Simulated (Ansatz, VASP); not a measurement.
# Two plane-wave programs on Mn

Contents of INCAR:

```
SYSTEM = Mn
PREC     = Accurate       ! precision mode
ENCUT    = 500            ! plane-wave cutoff, eV
EDIFF    = 1E-6           ! SCF threshold, eV
ISMEAR   = -1             ! smearing method
SIGMA    = 0.1            ! smearing width, eV
LREAL    = .FALSE.        ! projectors in reciprocal space
LASPH    = .TRUE.         ! aspherical terms in the spheres
NELM     = 200            ! most SCF steps
ALGO     = Normal         ! electronic algorithm
ISIF     = 2              ! what is computed and relaxed
LWAVE    = .FALSE.        ! write WAVECAR
LCHARG   = .FALSE.        ! write CHGCAR
ISPIN    = 2              ! spin polarisation
MAGMOM   = 1.799 -1.799   ! initial moments
LORBIT   = 11             ! projections on sites
LMAXMIX  = 4              ! l up to which the mixer works
GGA      = PE             ! functional
NBANDS   = 24             ! bands
GGA_COMPAT= .FALSE.
```

File KPOINTS:

```
Automatic mesh
0
G
  6 6 5
  0 0 0
```

Contents of POSCAR:

```
Mn
1.0
    2.5721017014      0.0000000000      0.0000000000
    0.0000000000      2.5721017014      0.0000000000
    0.0000000000      0.0000000000      3.4580736772
Mn
2
Direct
    1.0000000000      0.0000000000      0.0000000000
    0.5000000000      0.5000000000      0.5000000000
```

Input for Ansatz:

```yaml
crystal:
  lattice:
    - [2.5721017014, 0.0, 0.0]
    - [0.0, 2.5721017014, 0.0]
    - [0.0, 0.0, 3.4580736772]
  atoms:
    - { symbol: Mn, position: [1.0, 0.0, 0.0], spin: 1.799 }
    - { symbol: Mn, position: [0.5, 0.5, 0.5], spin: -1.799 }
hamiltonian:
  xc: pbe
  pseudopotentials:
    kind: paw
    azcp:
      Mn: "pseudopotentials/Mn.paw.azcp"
basis:
  ecutwfc: 420
  fft_grid_basis: typed
kpoints:
  mp_grid: { grid: [6, 6, 5], shift: [0, 0, 0] }
magnetization:
  spin_polarized: true
scf:
  occupations: { method: fermi_dirac, width: 0.1 }
```

Alike in both runs: task single point; functional PBE; k mesh 6 × 6 × 5; occupations fermi-dirac, width 0.1 eV; collinear spin.

|  | VASP | Ansatz |
| --- | --- | --- |
| version | VASP 6.6.1 | Ansatz 0.2.0 |
| potentials or method | VASP PAW PBE potentials, release 64 (Mn_pv), cutoff 500 eV | plane waves (420 eV) with PAW, scalar-relativistic |
| valence electrons in the cell | 26 | 30 |

|  | VASP | Ansatz | Ansatz less VASP |
| --- | --- | --- | --- |
| net moment per atom (μB) | 0.00 | 0.00 | 0.000 |
| size of the moment on the site where the two differ most (μB) | 1.91 | 1.84 | -0.067 |

Site moments also hang on the region over which each program counts them. The functional is the same, so the differences come from potentials, cutoffs and numerics. VASP's potentials hold 26 valence electrons a cell and Ansatz's 30, so a difference there can come from the potentials and not from the codes.

The k mesh is coarse, so the values compare programs but aren't converged.
